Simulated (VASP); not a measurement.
The system is CdHg3S4.

```
Cd Hg S
1.0
     4.13771    0.00000    0.00000
    -2.06885    3.58336    0.00000
     0.00000    0.00000   13.45799
Cd Hg S
1 3 4
Direct
  0.33333 0.66667 0.00011
  0.66667 0.33333 0.25011
  0.66667 0.33333 0.75011
  0.33333 0.66667 0.50011
  0.66667 0.33333 0.43839
  0.66667 0.33333 0.93839
  0.33333 0.66667 0.18839
  0.33333 0.66667 0.68839
```

```yaml
Program: VASP 6.6.1
Task: relaxation of cell and atoms
Functional: PBE
Potentials_or_basis: VASP PAW PBE potentials, release 64 (Cd, Hg, S)
Cutoff: 600 eV
k_mesh: 6 × 6 × 2
Occupations: gaussian, width 0.1 eV
Spin: no spin polarisation
```

At the start: pressure 4.4 GPa; volume 24.94 Å³/atom.

**Question.** How do energy, volume and symmetry change on relaxing?

**Answer.** Over 8 steps the energy falls by 25.0 meV/atom and the volume is 26.79 Å³/atom (+7.4 %); space group P3m1 (No. 156, to 0.05 Å).

The path:
```csv
step,energy change (eV),largest force (eV/Å),pressure (GPa),volume (Å³)
1,0.0000,0.1933,4.45,199.54
2,-0.1763,0.0861,-1.21,220.21
3,-0.1974,0.1064,0.00,214.69
4,-0.1974,0.1052,-0.08,215.00
5,-0.1983,0.0695,-0.07,214.98
6,-0.1992,0.0700,-0.06,214.92
7,-0.1998,0.0402,0.05,214.48
8,-0.1999,0.0302,0.08,214.33
```

Final structure:
```
Cd Hg S
1.0
     4.23480    0.00000    0.00000
    -2.11740    3.66745    0.00000
     0.00000    0.00000   13.80050
Cd Hg S
1 3 4
Direct
  0.33333 0.66667 0.99946
  0.66667 0.33333 0.24961
  0.66667 0.33333 0.75127
  0.33333 0.66667 0.50004
  0.66667 0.33333 0.43806
  0.66667 0.33333 0.94036
  0.33333 0.66667 0.18676
  0.33333 0.66667 0.68845
```
